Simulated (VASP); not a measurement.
## In3Sb: single point with PBEsol+D3(BJ)

The system is In3Sb.

```
In Sb
1.0
     5.35676    0.00000    0.00000
     0.00000    5.35676    0.00000
     0.00000    0.00000    3.48190
In Sb
3 1
Cartesian
  2.6784 2.6784 0.0000
  2.6784 0.0000 1.7409
  0.0000 2.6784 1.7409
  0.0000 0.0000 0.0000
```

This cell differs from its parent crystal: ratio of the length along z to the lengths across it x 0.65, volume and fractional coordinates fixed.

```
Program                : VASP 6.6.1
Task                   : single point
Functional             : PBEsol
Dispersion             : D3(BJ)
Potentials or basis    : VASP PAW PBE potentials, release 64 (In_d, Sb)
Cutoff                 : 520 eV
k mesh                 : 12 × 12 × 12
Occupations            : gaussian, width 0.15 eV
Spin                   : no spin polarisation
Dipole correction      : no
Further INCAR settings : ALGO = Fast; EDIFF = 1e-07; NBANDS = 30
```

The pressure is -0.6 GPa and the band gap on the k mesh is zero (band 22 reaches 10.47 eV, above the bottom of band 23 at 4.92 eV). The dispersion energy per atom is -0.416 eV.

Stress tensor (GPa, compression positive):
```
-0.31  0.00  0.00
 0.00 -0.31  0.00
 0.00  0.00 -1.15
```

Levels at points of the mesh, in eV from the Fermi level:
```csv
k point,band 20,band 21,band 22,band 23,band 24,band 25
"(0.00, 0.00, 0.00)",-4.44,-0.16,-0.16,-0.10,0.99,4.25
"(0.50, 0.00, 0.00)",-3.49,-2.18,1.66,1.70,2.35,3.99
"(0.50, 0.50, 0.00)",1.75,1.75,2.26,2.81,3.26,4.00
"(0.00, 0.00, 0.50)",-1.65,-1.35,-1.35,-0.56,-0.18,-0.18
"(0.50, 0.00, 0.50)",-1.33,-1.01,-0.83,-0.77,0.08,0.92
"(0.50, 0.50, 0.50)",-3.92,-3.92,-3.73,-3.29,3.37,3.37
```

It took 14 min on 1 thread of Intel(R) Xeon(R) 6975P-C (Granite Rapids) (shared host), peak memory 0.58 GiB.

Caveat: the PAW data sets were made with another functional, which shifts forces and pressure a little; spin-orbit coupling is left out, which moves the levels of the heavy elements; pairwise dispersion overbinds metals, which lowers pressure and volume.
